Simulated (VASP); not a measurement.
# CdS: single point with r2SCAN

The system is CdS.

```
Cd S
1.0
     0.00000    2.72678    2.64497
     2.72678    0.00000    2.64497
     2.72678    2.72678    0.00000
Cd S
1 1
Cartesian
  0.0000 0.0000 0.0000
  2.7268 2.7268 2.6450
```

This cell differs from its parent crystal: uniaxial z strain -3.0%.

```
Program                : VASP 6.6.1
Task                   : single point
Functional             : r2SCAN
Potentials or basis    : VASP PAW PBE potentials, release 64 (Cd, S)
Cutoff                 : 520 eV
k mesh                 : 8 × 8 × 8
Occupations            : fermi-dirac, width 0.02 eV
Spin                   : no spin polarisation
Dipole correction      : no
Further INCAR settings : ALGO = Normal; EDIFF = 1e-06; NBANDS = 16
```

The pressure is 3.4 GPa and the band gap on the k mesh is 0.54 eV (least direct gap 2.53 eV).

Stress tensor (GPa, compression positive):
```
2.32 0.00 0.00
0.00 2.32 0.00
0.00 0.00 5.59
```

Levels at points of the mesh, in eV from the valence-band top:
| k point | band 6 | band 7 | band 8 | band 9 | band 10 | band 11 | band 12 | band 13 |
| --- | --- | --- | --- | --- | --- | --- | --- | --- |
| (0.00, 0.00, 0.00) | -7.99 | -1.05 | -0.87 | -0.87 | 1.66 | 9.61 | 9.61 | 9.76 |
| (0.50, 0.00, 0.00) | -7.78 | -5.16 | -0.17 | 0.00 | 3.93 | 6.19 | 6.53 | 7.81 |
| (0.50, 0.50, 0.00) | -6.86 | -4.67 | -2.49 | -2.49 | 0.54 | 6.17 | 11.10 | 12.32 |
| (0.50, 0.00, 0.50) | -6.94 | -4.66 | -2.53 | -2.24 | 0.71 | 6.36 | 10.82 | 12.11 |

It took 3.9 min on 1 thread of Intel Xeon 8259CL, with other jobs on the host, peak memory 0.19 GiB.

Caveat: the cell differs from its parent crystal (uniaxial z strain -3.0%); the cell stands under pressure; the PAW data sets were made with another functional, which shifts forces and pressure a little. A k mesh can miss the band edges.
